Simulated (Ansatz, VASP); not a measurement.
**One calculation of Te2Mo, two programs**

The input INCAR:

```
SYSTEM = Te2Mo
ALGO = Normal ; EDIFF = 1E-7
ENCUT = 520 ; GGA = PE
ISIF = 2 ; ISMEAR = 0
LASPH = .TRUE. ; LCHARG = .TRUE.
LELF = .TRUE. ; LREAL = .FALSE.
LVHAR = .TRUE. ; LWAVE = .FALSE.
NBANDS = 35 ; NELM = 100
PREC = Accurate ; SIGMA = 0.05
```

KPOINTS

```
k-points
0
G
  9 9 2
  0 0 0
```

Contents of POSCAR:

```
Te2Mo
1.0
   -1.7785332447     -3.0805099428      0.0000000000
    1.7785332447     -3.0805099428      0.0000000000
    0.0000000000      0.0000000000     15.4547171722
Te Mo
4 2
Direct
    0.6666666667      0.6666666667      0.1289737227
    0.3333333333      0.3333333333      0.6208855773
    0.6666666667      0.6666666667      0.3629381319
    0.3333333333      0.3333333333      0.8548499865
    0.6666666667      0.6666666667      0.7378677819
    0.3333333333      0.3333333333      0.2459559273
```

Input for Ansatz:

```yaml
crystal:
  lattice:
    - [-1.7785332447, -3.0805099428, 0.0]
    - [1.7785332447, -3.0805099428, 0.0]
    - [0.0, 0.0, 15.4547171722]
  atoms:
    - { symbol: Te, position: [0.6666666667, 0.6666666667, 0.1289737227] }
    - { symbol: Te, position: [0.3333333333, 0.3333333333, 0.6208855773] }
    - { symbol: Te, position: [0.6666666667, 0.6666666667, 0.3629381319] }
    - { symbol: Te, position: [0.3333333333, 0.3333333333, 0.8548499865] }
    - { symbol: Mo, position: [0.6666666667, 0.6666666667, 0.7378677819] }
    - { symbol: Mo, position: [0.3333333333, 0.3333333333, 0.2459559273] }
basis:
  ecutwfc: 420
kpoints:
  mp_grid: { grid: [9, 9, 2] }
hamiltonian:
  xc: pbe
scf:
  occupations: { method: gaussian, width: 0.05 }
output:
  forces: true
  stress: true
  eigenvalues: true
  write_density: true
  write_potential: true
  elf: true
  volumetric_format: npy
```

Alike in both runs: task single point; functional PBE; k mesh 9 × 9 × 2; occupations gaussian, width 0.05 eV; no spin polarisation.

|  | VASP | Ansatz |
| --- | --- | --- |
| version | VASP 6.6.1 | Ansatz 0.2.0 |
| potentials or method | VASP PAW PBE potentials, release 64 (Te, Mo_sv), cutoff 520 eV | scalar-relativistic, plane waves, PAW |
| valence electrons in the cell | 52 | 92 |

```csv
,VASP,Ansatz,Ansatz less VASP
gap on the k mesh at the Fermi level (eV),1.03,1.03,+0.001
least direct gap on the mesh (eV),1.03,1.03,+0.001
pressure (GPa),0.0,0.0,-0.01
"traceless stress, the component that is largest in VASP (GPa)",0.06,0.01,-0.055
rms of the force components (eV/Å),0.006,0.002,-0.0044
```

Atom by atom the forces differ by 0.006 eV/Å (rms over components). The functional is the same, so the differences come from potentials, cutoffs and numerics. VASP's potentials hold 52 valence electrons a cell and Ansatz's 92, so a difference there can come from the potentials and not from the codes.

Neither program's run includes spin-orbit coupling.
